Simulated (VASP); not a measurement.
# Ta (Im-3m) in VASP: a series of runs

The runs below take Ta through single point, relaxation of cell and atoms, with BLYP+D3(BJ), revPBE+D3(BJ), PBEsol+D3(BJ).

All numbers are computed with VASP 6.6.1; they aren't measurements. Logs are shortened: lines on timing, memory, paths and dates and some standing lists are left out, and cuts for length are marked.

## Step 1: The cell of the first run

It takes space group Im-3m (No. 229, cubic). Conventional cell: a = 3.268 Å, b = 3.268 Å, c = 3.268 Å, α = 90.00°, β = 90.00°, γ = 90.00°. Ta (site symmetry m-3m) has 14 Ta at 2.83 to 3.27 Å within 3.7 Å.

## Step 2: Single point, BLYP+D3(BJ)

INCAR reads:

```
PREC = Accurate
ENCUT = 520
EDIFF = 1E-7
ISMEAR = -1
SIGMA = 0.05
LREAL = False
LASPH = True
NELM = 80
ALGO = Normal
ISIF = 2
LWAVE = False
LCHARG = False
GGA = B5
ALDAX = 1.0
AGGAX = 1.0
AGGAC = 1.0
ALDAC = 0.0
IVDW = 12
VDW_S6 = 1.0
VDW_S8 = 2.6996
VDW_A1 = 0.4298
VDW_A2 = 4.2359
NBANDS = 12
```

KPOINTS reads:

```
regular mesh
0
Gamma
  11 11 11
```

POSCAR reads:

```
Ta
1.0
   -1.6339631409      1.6339631409      1.6339631409
    1.6339631409     -1.6339631409      1.6339631409
    1.6339631409      1.6339631409     -1.6339631409
Ta
1
Direct
    0.0000000000      0.0000000000      0.0000000000
```

Potentials or basis: VASP PAW PBE potentials, release 64 (Ta_pv).

Started as:

```
> cat potpaw_PBE.64/Ta_pv/POTCAR > POTCAR
> mpirun -np 1 vasp_std > vasp.out
```

OUTCAR:

```text
PREC = Accurate
   ENCUT = 520
   EDIFF = 1E-7
   ISMEAR = -1
   LREAL = False
   LASPH = True
   NELM = 80
   ISIF = 2
   GGA = B5
   IVDW = 12
 IVDW          = 12

 ion  position               nearest neighbor table
   1  0.000  0.000  0.000-

  LATTYP: Found a body centered cubic cell.
 ALAT       =     3.2679262818

  Lattice vectors:

 A1 = (  -1.6339631409,   1.6339631409,   1.6339631409)
 A2 = (   1.6339631409,  -1.6339631409,   1.6339631409)
 A3 = (   1.6339631409,   1.6339631409,  -1.6339631409)

Analysis of symmetry for initial positions (statically):
=====================================================================
 Subroutine PRICEL returns:
 Original cell was already a primitive cell.

 Routine SETGRP: Setting up the symmetry group for a
 body centered cubic supercell.

 Subroutine GETGRP returns: Found 48 space group operations
 (whereof 48 operations were pure point group operations)
 out of a pool of 48 trial point group operations.

The static configuration has the point symmetry O_h .

Analysis of symmetry for dynamics (positions and initial velocities):
=====================================================================
 Subroutine PRICEL returns:
 Original cell was already a primitive cell.

 Routine SETGRP: Setting up the symmetry group for a
 body centered cubic supercell.

 Subroutine GETGRP returns: Found 48 space group operations
 (whereof 48 operations were pure point group operations)
 out of a pool of 48 trial point group operations.

The dynamic configuration has the point symmetry O_h .

 Subroutine INISYM returns: Found 48 space group operations
 (whereof 48 operations are pure point group operations),
 and found     1 'primitive' translations

----------------------------------------------------------------------------------------

                                     Primitive cell

  volume of cell :      17.4497

  direct lattice vectors                    reciprocal lattice vectors
    -1.633963141  1.633963141  1.633963141     0.000000000  0.306004455  0.306004455
     1.633963141 -1.633963141  1.633963141     0.306004455  0.000000000  0.306004455
     1.633963141  1.633963141 -1.633963141     0.306004455  0.306004455  0.000000000

  length of vectors
     2.830107178  2.830107178  2.830107178     0.432755650  0.432755650  0.432755650

  position of ions in fractional coordinates (direct lattice)
     0.000000000  0.000000000  0.000000000

  ion indices of the primitive-cell ions
   primitive index   ion index
                 1           1

----------------------------------------------------------------------------------------

 KPOINTS: regular mesh

Automatic generation of k-mesh.
 Grid dimensions read from file:
 generate k-points for:   11   11   11

 Generating k-lattice:

  Cartesian coordinates                     Fractional coordinates (reciprocal lattice)
     0.000000000  0.027818587  0.027818587     0.090909091  0.000000000  0.000000000
     0.027818587  0.000000000  0.027818587     0.000000000  0.090909091  0.000000000
     0.027818587  0.027818587  0.000000000     0.000000000  0.000000000  0.090909091

  Length of vectors
     0.039341423  0.039341423  0.039341423

  Shift w.r.t. Gamma in fractional coordinates (k-lattice)
     0.000000000  0.000000000  0.000000000

 Subroutine IBZKPT returns following result:
 ===========================================

 Found     56 irreducible k-points:

 Following reciprocal coordinates:
            Coordinates               Weight
  0.000000  0.000000  0.000000      1.000000
  0.090909  0.000000  0.000000     12.000000
  0.181818  0.000000  0.000000     12.000000
  0.272727  0.000000  0.000000     12.000000
  0.363636  0.000000  0.000000     12.000000
  0.454545  0.000000  0.000000     12.000000
[... 16 lines left out ...]
  0.272727  0.181818  0.090909     48.000000
  0.363636  0.181818  0.090909     24.000000
 [... further k-points ...]
   k-points           NKPTS =     56   k-points in BZ     NKDIM =     56   number of bands    NBANDS=     12
   number of dos      NEDOS =    301   number of ions     NIONS =      1
   total plane-waves  NPLWV =  13824
   dimension x,y,z NGX =    24 NGY =   24 NGZ =   24
   dimension x,y,z NGXF=    48 NGYF=   48 NGZF=   48
   ions per type =               1
   NGX,Y,Z   is equivalent  to a cutoff of  14.10, 14.10, 14.10 a.u.
   NGXF,Y,Z  is equivalent  to a cutoff of  28.20, 28.20, 28.20 a.u.
 SYSTEM =  unknown system
   PREC   = accura    normal or accurate (medium, high low for compatibility)
   ISTART =      0    job   : 0-new  1-cont  2-samecut
   ICHARG =      2    charge: 1-file 2-atom 10-const
   ISPIN  =      1    spin polarized calculation?
   LNONCOLLINEAR =      F non collinear calculations
   LSORBIT =      F    spin-orbit coupling
   LASPH  =      T    aspherical Exc in radial PAW
   ENCUT  =  520.0 eV  38.22 Ry    6.18 a.u.   5.26  5.26  5.26*2*pi/ulx,y,z
   NELM   =     80;   NELMIN=  2; NELMDL= -5     # of ELM steps
   EDIFF  = 0.1E-06   stopping-criterion for ELM
   LREAL  =      F    real-space projection
   EDIFFG = 0.1E-05   stopping-criterion for IOM
   NSW    =      0    number of steps for IOM
   IBRION =     -1    ionic relax: 0-MD 1-quasi-New 2-CG
   NFREE  =      0    steps in history (QN), initial steepest desc. (CG)
   ISIF   =      2    stress and relaxation
   ISYM   =      2    0-nonsym 1-usesym 2-fastsym
   POTIM  = 0.5000    time-step for ionic-motion
   TEBEG  =    0.0;   TEEND  =   0.0 temperature during run
   PSTRESS=    0.0 pullay stress
   NELECT =      11.0000    total number of electrons
   NUPDOWN=      -1.0000    fix difference up-down
   EMIN   =  10.00;   EMAX   =-10.00  energy-range for DOS
   EFERMI =   0.00;   METHOD = LEGACY
   ISMEAR =    -1;   SIGMA  =   0.05  broadening in eV -4-tet -1-fermi 0-gaus
   EFERMI_NEDOS =   21; number of points for ismear=-14 and -15
   IALGO  =     38    algorithm
   IMIX   =      4    mixing-type and parameters
     AMIX     =   0.40;   BMIX     =  1.00
     AMIX_MAG =   1.60;   BMIX_MAG =  1.00
  volume/ion in A,a.u.               =      17.45       117.76
  Fermi-wavevector in a.u.,A,eV,Ry     =   1.403708  2.652624 26.808871  1.970396
  Thomas-Fermi vector in A             =   2.526343
   LORBIT       =      0    0 simple, 1 ext, 2 COOP (PROOUT), +10 PAW based schemes
   GGA     = B5    functional components
   LHFCALC =     F    Hartree Fock is set to
   AEXX    =    0.0000 exact exchange contribution
   IVDW    =    12    specifies the selected vdW correction
   LEPSILON=     F    determine dielectric tensor
   LRPA    =     F    only Hartree local field effects (RPA)
 non-spin polarized calculation
  energy-cutoff  :      520.00
  volume of cell :       17.45
 maximum number of plane-waves:       478
 NGX is ok and might be reduce to    24
   NGX = 11   NGY = 11   NGZ = 11

 number of electron      11.0000001 magnetization

 Free energy of the ion-electron system (eV)
  ---------------------------------------------------
  ext. energy  EPLUGINS =         0.00000000
  ---------------------------------------------------
  free energy    TOTEN  =       -10.23002783 eV

  energy without entropy =      -10.22183438  energy(sigma->0) =      -10.22593110

 E-fermi :   6.3206     XC(G=0): -12.1553

 val. band max:        6.2418213284   @ k =  -0.3636   0.3636   0.0909
 cond. band min:       6.3296103514   @ k =  -0.4545  -0.4545   0.0909
 fundamental gap:      0.0877890230
 Fermi energy:         6.3205557646

 k-point     1 :       0.0000    0.0000    0.0000
  band No.  band energies     occupation
      1     -26.5153      2.00000
      2     -26.5153      2.00000
      3     -26.5153      2.00000
      4      -1.5474      2.00000
      5       6.9412      0.00001
      6       6.9412      0.00001
      7       6.9412      0.00001
      8      10.3396      0.00000
      9      10.3396      0.00000
     10      20.5009      0.00000
     11      21.6560      0.00000
     12      21.6560      0.00000

 k-point     2 :       0.0909    0.0000    0.0000
  band No.  band energies     occupation
      1     -26.6304      2.00000
      2     -26.5505      2.00000
      3     -26.5160      2.00000
      4      -1.1649      2.00000
      5       6.7021      0.00097
      6       6.8667      0.00004
      7       7.3180      0.00000
      8       9.9831      0.00000
      9      10.3427      0.00000
     10      20.5006      0.00000
     11      21.9835      0.00000
     12      22.3147      0.00000

 k-point     3 :       0.1818    0.0000    0.0000
  band No.  band energies     occupation
      1     -26.9297      2.00000
      2     -26.6437      2.00000
      3     -26.5178      2.00000
      4      -0.1409      2.00000
      5       6.1228      1.96240
      6       6.5135      0.04129
      7       8.4158      0.00000
      8       9.6178      0.00000
      9      10.4003      0.00000
     10      20.4989      0.00000
     11      22.4358      0.00000
     12      24.1382      0.00000
[... 286 lines left out ...]
 k-point    23 :       0.2727    0.1818    0.0909
  band No.  band energies     occupation
      1     -27.6067      2.00000
      2     -27.0321      2.00000
      3     -26.7256      2.00000
      4       3.4556      2.00000
      5       4.7149      2.00000
      6       5.8173      1.99991
      7      10.6847      0.00000
      8      11.2525      0.00000
      9      15.8180      0.00000
     10      17.1425      0.00000
     11      20.5183      0.00000
     12      20.8227      0.00000

 k-point    24 :       0.3636    0.1818    0.0909
  band No.  band energies     occupation
      1     -27.6103      2.00000
      2     -27.1201      2.00000
      3     -26.7347      2.00000
      4       3.4405      2.00000
      5       4.6521      2.00000
      6       6.5378      0.02563
      7      10.7784      0.00000
      8      11.3604      0.00000
      9      15.8240      0.00000
     10      16.7997      0.00000
     11      20.1785      0.00000
     12      20.5159      0.00000

 [... further k-points ...]

------------------------ aborting loop because EDIFF is reached ----------------------------------------

 Edisp (eV)   -1.69358

 E8    (eV) :    -1.3488

  FORCE on cell =-STRESS in cart. coord.  units (eV):
  Direction    XX          YY          ZZ          XY          YZ          ZX
  --------------------------------------------------------------------------------------
  -------------------------------------------------------------------------------------
  Total       0.13722     0.13722     0.13722     0.00000    -0.00000     0.00000
  in kB      12.59935    12.59935    12.59935     0.00000    -0.00000     0.00000
  external pressure =       12.60 kB  Pullay stress =        0.00 kB

 VOLUME and BASIS-vectors are now :
 -----------------------------------------------------------------------------
  energy-cutoff  :      520.00
  volume of cell :       17.45
      direct lattice vectors                 reciprocal lattice vectors
    -1.633963141  1.633963141  1.633963141     0.000000000  0.306004455  0.306004455
     1.633963141 -1.633963141  1.633963141     0.306004455  0.000000000  0.306004455
     1.633963141  1.633963141 -1.633963141     0.306004455  0.306004455  0.000000000

 POSITION                                       TOTAL-FORCE (eV/Angst)
 -----------------------------------------------------------------------------------
      0.00000      0.00000      0.00000        -0.000000      0.000000     -0.000000
 -----------------------------------------------------------------------------------
    total drift:                                0.000000      0.000000     -0.000000

  FREE ENERGIE OF THE ION-ELECTRON SYSTEM (eV)
  ---------------------------------------------------
  free  energy   TOTEN  =       -11.9236083520 eV

  energy  without entropy=      -11.9154148997  energy(sigma->0) =      -11.91951163
```

Wall time 18 s (1 thread of Intel Xeon 8259CL, shared host); peak memory 0.15 GiB.

What came out:

```
Free energy                : -11.9236 eV
Pressure                   : 1.3 GPa
Dispersion energy per atom : -1.694 eV
```

Levels at points of the mesh, in eV from the Fermi level:
| k point | band 3 | band 4 | band 5 | band 6 | band 7 | band 8 |
| --- | --- | --- | --- | --- | --- | --- |
| (0.00, 0.00, 0.00) | -32.84 | -7.87 | 0.62 | 0.62 | 0.62 | 4.02 |

Caveat: the PAW data sets were made with another functional, which shifts forces and pressure a little; spin-orbit coupling is left out, which moves the levels of the heavy elements; pairwise dispersion overbinds metals, which lowers pressure and volume.

## Step 3: Relaxation of cell and atoms, revPBE+D3(BJ)

This run uses another cell than the first one, of 18.01 Å³/atom, 1.032 times its volume.

INCAR reads:

```
  PREC = Accurate
  ENCUT = 600
  EDIFF = 1E-6
  ISMEAR = -1
  SIGMA = 0.05
  LREAL = F
  LASPH = T
  NELM = 100
  ALGO = Fast
  ISIF = 3
  LWAVE = F
  LCHARG = F
  GGA = RE
  IVDW = 12
  IBRION = 2
  NSW = 60
  EDIFFG = -0.01
```

KPOINTS reads:

```
Automatic mesh
0
Gamma
  11 11 11
```

POSCAR reads:

```
Ta
1.0
   -1.6512800000      1.6512800000      1.6512800000
    1.6512800000     -1.6512800000      1.6512800000
    1.6512800000      1.6512800000     -1.6512800000
Ta
1
Direct
    0.0000000000      0.0000000000      0.0000000000
```

Potentials or basis: VASP PAW PBE potentials, release 64 (Ta_pv).

Started as:

```
> cat potpaw_PBE.64/Ta_pv/POTCAR > POTCAR
> mpirun -np 1 vasp_std > vasp.out
```

OUTCAR:

```text
PREC = Accurate
   ENCUT = 600
   EDIFF = 1E-6
   ISMEAR = -1
   LREAL = F
   LASPH = T
   NELM = 100
   ISIF = 3
   GGA = RE
   IVDW = 12
   IBRION = 2
   NSW = 60
   EDIFFG = -0.01
 IVDW          = 12

 ion  position               nearest neighbor table
   1  0.000  0.000  0.000-

  LATTYP: Found a body centered cubic cell.
 ALAT       =     3.3025600000

  Lattice vectors:

 A1 = (  -1.6512800000,   1.6512800000,   1.6512800000)
 A2 = (   1.6512800000,  -1.6512800000,   1.6512800000)
 A3 = (   1.6512800000,   1.6512800000,  -1.6512800000)

Analysis of symmetry for initial positions (statically):
=====================================================================
 Subroutine PRICEL returns:
 Original cell was already a primitive cell.

 Routine SETGRP: Setting up the symmetry group for a
 body centered cubic supercell.

 Subroutine GETGRP returns: Found 48 space group operations
 (whereof 48 operations were pure point group operations)
 out of a pool of 48 trial point group operations.

The static configuration has the point symmetry O_h .

Analysis of symmetry for dynamics (positions and initial velocities):
=====================================================================
 Subroutine PRICEL returns:
 Original cell was already a primitive cell.

[... 145 lines left out ...]

 number of electron      11.0000002 magnetization

 Free energy of the ion-electron system (eV)
  ---------------------------------------------------
  ext. energy  EPLUGINS =         0.00000000
  ---------------------------------------------------
  free energy    TOTEN  =       -11.41334388 eV

  energy without entropy =      -11.40472038  energy(sigma->0) =      -11.40903213

------------------------ aborting loop because EDIFF is reached ----------------------------------------

 Edisp (eV)   -1.17644

 E8    (eV) :    -0.8889
[... 108 lines left out ...]
--------------------------------------- Ionic step        4  -------------------------------------------

 number of electron      11.0000001 magnetization

 Free energy of the ion-electron system (eV)
  ---------------------------------------------------
  ext. energy  EPLUGINS =         0.00000000
  ---------------------------------------------------
  free energy    TOTEN  =       -11.38808955 eV

  energy without entropy =      -11.38100974  energy(sigma->0) =      -11.38454964

 E-fermi :   5.7785     XC(G=0): -12.7227

 val. band max:        5.6913461474   @ k =   0.1818   0.0000   0.0000
 cond. band min:       5.8445593481   @ k =   0.3636   0.1818   0.0909
 fundamental gap:      0.1532132007
 Fermi energy:         5.7784887134

 k-point     1 :       0.0000    0.0000    0.0000
  band No.  band energies     occupation
      1     -27.2010      2.00000
      2     -27.2010      2.00000
      3     -27.2010      2.00000
      4      -2.2441      2.00000
      5       6.5257      0.00000
      6       6.5257      0.00000
      7       6.5257      0.00000
      8       9.9006      0.00000
      9       9.9006      0.00000
[... 265 lines left out ...]
 k-point    24 :       0.3636    0.1818    0.0909
  band No.  band energies     occupation
      1     -28.2582      2.00000
      2     -27.7843      2.00000
      3     -27.4125      2.00000
      4       2.8779      2.00000
      5       4.1372      2.00000
      6       5.8446      0.42117
      7      10.3638      0.00000
      8      10.9601      0.00000
      9      15.2601      0.00000

 [... further k-points ...]

------------------------ aborting loop because EDIFF is reached ----------------------------------------

 Edisp (eV)   -1.21051

 E8    (eV) :    -0.9147
[... 24 lines left out ...]
  FREE ENERGIE OF THE ION-ELECTRON SYSTEM (eV)
  ---------------------------------------------------
  free  energy   TOTEN  =       -12.5985996791 eV

  energy  without entropy=      -12.5915198721  energy(sigma->0) =      -12.59505978

 reached required accuracy - stopping structural energy minimisation
```

Run time: 41 s. Hardware: 1 thread of Intel Xeon 8259CL, shared host; peak memory 0.16 GiB.

Results:

| Quantity | Value |
| --- | --- |
| Free energy | -12.5986 eV |
| Relaxed volume | 17.52 Å³/atom |
| Relaxed cell | a = 2.834 Å, b = 2.834 Å, c = 2.834 Å, α = 109.47°, β = 109.47°, γ = 109.47° |
| Space group after relaxing (to 0.05 Å) | Im-3m (No. 229) |
| Energy gained by relaxing | 8.8 meV/atom |
| Ionic steps | 4 |
| Pressure after relaxing | 0.0 GPa |
| Dispersion energy per atom | -1.211 eV |

The path:
| step | energy change (eV) | largest force (eV/Å) | pressure (GPa) | volume (Å³) |
| --- | --- | --- | --- | --- |
| 1 | 0.0000 | 0.0000 | -5.60 | 18.01 |
| 2 | 0.0432 | 0.0000 | 16.10 | 16.42 |
| 3 | -0.0088 | 0.0000 | -0.15 | 17.53 |
| 4 | -0.0088 | 0.0000 | -0.03 | 17.52 |

Final structure:
```yaml
crystal:
  lattice:
    - [-1.63611, 1.63611, 1.63611]
    - [1.63611, -1.63611, 1.63611]
    - [1.63611, 1.63611, -1.63611]
  atoms:
    - { symbol: Ta, position: [0.00000, 0.00000, 0.00000] }
```

Levels at points of the mesh, in eV from the Fermi level:
| k point | band 1 | band 2 | band 3 | band 4 | band 5 | band 6 | band 7 | band 8 | band 9 |
| --- | --- | --- | --- | --- | --- | --- | --- | --- | --- |
| (0.00, 0.00, 0.00) | -32.98 | -32.98 | -32.98 | -8.02 | 0.75 | 0.75 | 0.75 | 4.12 | 4.12 |

Caveat: the PAW data sets were made with another functional, which shifts forces and pressure a little; spin-orbit coupling is left out, which moves the levels of the heavy elements; pairwise dispersion overbinds metals, which lowers pressure and volume.

[end of part 1 of 2]
